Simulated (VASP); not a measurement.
Set up this calculation in VASP 6.6.1, as the native input.

* Task: single point
* Functional: LDA
* Potentials or basis: VASP PAW LDA potentials, release 64 (Sc_sv, Pt)
* Cutoff: 500 eV
* k mesh: 5 × 5 × 5
* Occupations: methfessel-paxton, width 0.1 eV
* Spin: no spin polarisation
* Dipole correction: no
* Further INCAR settings: ALGO = Normal; EDIFF = 1e-06; NBANDS = 28

The structure of ScPt3 lies in POSCAR:

```
ScPt3
1.0
    3.9580000000      0.0000000000      0.0000000000
    0.0000000000      3.9580000000      0.0000000000
    0.0000000000      0.0000000000      3.9580000000
Sc Pt
1 3
Direct
    0.0000000000      0.0000000000      0.0000000000
    0.0000000000      0.5000000000      0.5000000000
    0.5000000000      0.0000000000      0.5000000000
    0.5000000000      0.5000000000      0.0000000000
```

These files were run (other wordings do the same):

INCAR

```
SYSTEM = ScPt3
PREC     = Accurate       ! precision mode
ENCUT    = 500            ! plane-wave cutoff, eV
EDIFF    = 1E-6           ! SCF threshold, eV
ISMEAR   = 1              ! smearing method
SIGMA    = 0.1            ! smearing width, eV
LREAL    = .False.        ! projectors in reciprocal space
LASPH    = .True.         ! aspherical terms in the spheres
NELM     = 120            ! most SCF steps
ALGO     = Normal         ! electronic algorithm
ISIF     = 2              ! what is computed and relaxed
LWAVE    = .False.        ! write WAVECAR
LCHARG   = .False.        ! write CHGCAR
NBANDS   = 28             ! bands
GGA_COMPAT= .False.
```

KPOINTS

```
Automatic mesh
0
Gamma
  5 5 5
  0 0 0
```

Potentials or basis: VASP PAW LDA potentials, release 64 (Sc_sv, Pt).

Launch:

```bash
$ cat potpaw_LDA.64/Sc_sv/POTCAR potpaw_LDA.64/Pt/POTCAR > POTCAR
$ mpirun -np 1 vasp_std > vasp.out
```

It gave:

```json
{
 "Pressure": "-4.8 GPa"
}
```

Run time: 11 s on 1 thread of AMD EPYC 9R45 96-Core Processor (Zen 5), on a shared host, peak memory 0.12 GiB.
